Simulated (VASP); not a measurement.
The system is TaGe3W2.

```
Ta Ge W
1.0
     3.83940    0.00000    0.00000
     0.00000    3.83940    0.00000
     0.00000    0.00000    6.38660
Ta Ge W
1 3 2
Direct
  0.50000 0.50000 0.00000
  0.00000 0.00000 0.00000
  0.50000 0.00000 0.67563
  0.00000 0.50000 0.32437
  0.50000 0.00000 0.26714
  0.00000 0.50000 0.73286
```

The cell was generated, and may not be a known phase.

- Program: VASP 6.6.1
- Task: relaxation of cell and atoms
- Functional: PBE
- Potentials or basis: VASP PAW PBE potentials, release 64 (Ta_pv, Ge_d, W_sv)
- Cutoff: 600 eV
- k mesh: 4 × 4 × 4
- Occupations: gaussian, width 0.1 eV
- Spin: no spin polarisation

At the start: pressure 25.1 GPa; volume 15.69 Å³/atom.

How do energy, volume and symmetry change on relaxing?

Over 27 steps the energy falls by 250.8 meV/atom and the volume is 17.37 Å³/atom (+10.7 %); space group P-4m2 (No. 115, to 0.1 Å) before and after.

Step by step:
```tsv
step	energy change (eV)	largest force (eV/Å)	pressure (GPa)	volume (Å³)
1	0.0000	3.5638	25.13	94.15
2	1.7265	1.8060	-24.53	131.61
3	-1.0941	0.3392	-3.85	106.40
4	-1.1036	0.3525	-2.24	105.43
5	-1.1041	0.3563	-1.78	105.18
6	-1.2356	0.4172	-0.44	103.52
7	-1.2567	0.4740	0.64	102.60
8	-1.2568	0.4804	0.72	102.51
9	-1.2817	0.3785	-0.52	103.32
10	-1.3043	0.5700	-2.46	104.69
11	-1.3071	0.6620	-3.28	105.31
12	-1.3141	0.6615	-3.14	105.27
13	-1.3341	0.6546	-2.78	105.14
14	-1.3694	0.6271	-2.08	104.89
15	-1.4323	0.5582	-0.64	104.35
16	-1.4491	0.6078	2.39	103.20
17	-1.4694	0.2909	0.71	103.82
18	-1.4718	0.3503	1.24	103.62
19	-1.4871	0.3557	0.58	104.09
20	-1.4871	0.3545	0.60	104.09
21	-1.4971	0.2395	-0.04	104.37
22	-1.5020	0.1080	-0.75	104.69
23	-1.5021	0.1140	-0.80	104.75
24	-1.5045	0.0442	0.05	104.21
25	-1.5046	0.0408	0.12	104.18
26	-1.5046	0.0427	0.04	104.19
27	-1.5046	0.0281	0.00	104.23
```

Final structure:
```xyz
6
Lattice="3.7148 0.0000 0.0000 0.0000 3.7148 0.0000 0.0000 0.0000 7.5535" Properties=species:S:1:pos:R:3 pbc="T T T"
Ta    1.8574    1.8574    0.0000
Ge    0.0000    0.0000    0.0000
Ge    1.8574    0.0000    4.7057
Ge    0.0000    1.8574    2.8478
W     1.8574    0.0000    2.0015
W     0.0000    1.8574    5.5520
```

Caveat: the k points lie up to 0.42 Å⁻¹ apart in the final cell, too coarse for converged energies and pressures of a metal; a cell axis changed by over 15 % at a fixed basis, so the end point is rough; an odd number of electrons without spin polarisation forces a metal; a magnetic or distorted state may lie lower.
